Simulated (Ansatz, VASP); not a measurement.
WS2: VASP beside Ansatz

INCAR

```
SYSTEM = WS2
ALGO = Normal
EDIFF = 1E-6
ENCUT = 500
GGA = LIBXC
GGA_COMPAT = .False.
ISIF = 2
ISMEAR = 0
LASPH = .True.
LCHARG = .False.
LIBXC1 = GGA_X_PBE
LIBXC2 = LDA_C_PW
LREAL = .False.
LWAVE = .False.
NBANDS = 20
NELM = 120
PREC = Accurate
SIGMA = 0.025
```

KPOINTS

```
k-points
0
Gamma
  10 10 10
  0 0 0
```

The input POSCAR:

```
WS2
1.0
    1.5790000000      0.9116360751      6.1633333333
   -1.5790000000      0.9116360751      6.1633333333
    0.0000000000     -1.8232721501      6.1633333333
W S
1 2
Direct
    0.0000000000      0.0000000000      0.0000000000
    0.5810000000      0.5810000000      0.5810000000
    0.7503000000      0.7503000000      0.7503000000
```

Contents of input.yaml:

```yaml
crystal:
  lattice:
    - [1.579, 0.9116360751, 6.1633333333]
    - [-1.579, 0.9116360751, 6.1633333333]
    - [0.0, -1.8232721501, 6.1633333333]
  atoms:
    - { symbol: W, position: [0.0, 0.0, 0.0] }
    - { symbol: S, position: [0.581, 0.581, 0.581] }
    - { symbol: S, position: [0.7503, 0.7503, 0.7503] }
kpoints:
  mp_grid: { grid: [10, 10, 10] }
scf:
  occupations: { method: gaussian, width: 0.025 }
hamiltonian:
  xc: { exchange: pbe, correlation: lda }
  pseudopotentials:
    kind: all_electron
    lapw: { basis_error: 0.002 }
    dirac_shells: { S: ["2p"], W: ["4p", "4d"] }
output:
  forces: true
  stress: true
  eigenvalues: true
```

Alike in both runs: task single point; functional pbe exchange, lda correlation; k mesh 10 × 10 × 10; occupations gaussian, width 0.025 eV; no spin polarisation.

|  | VASP | Ansatz |
| --- | --- | --- |
| version | VASP 6.6.1 | Ansatz 0.2.0 |
| potentials or method | VASP PAW PBE potentials, release 64 (W_sv, S), cutoff 500 eV | all-electron LAPW, inner shells corrected to Dirac's equation |

VASP gave:

- gap on the k mesh at the Fermi level (eV): 1.14
- least direct gap on the mesh (eV): 2.22
- pressure (GPa): 14.5
- traceless stress, the component that is largest in VASP (GPa): -1.72
- rms of the force components (eV/Å): 0.381

Question: Estimate Ansatz's values.

Answer: gap on the k mesh at the Fermi level (eV): 1.13; least direct gap on the mesh (eV): 2.22; pressure (GPa): 14.8; traceless stress, the component that is largest in VASP (GPa): -1.69; rms of the force components (eV/Å): 0.390.

VASP's potentials were made for PBE, not for pbe exchange, lda correlation. Atom by atom the forces differ by 0.012 eV/Å (rms over components). Ansatz ran all-electron here, and VASP with PAW potentials.

Neither program's run includes spin-orbit coupling.
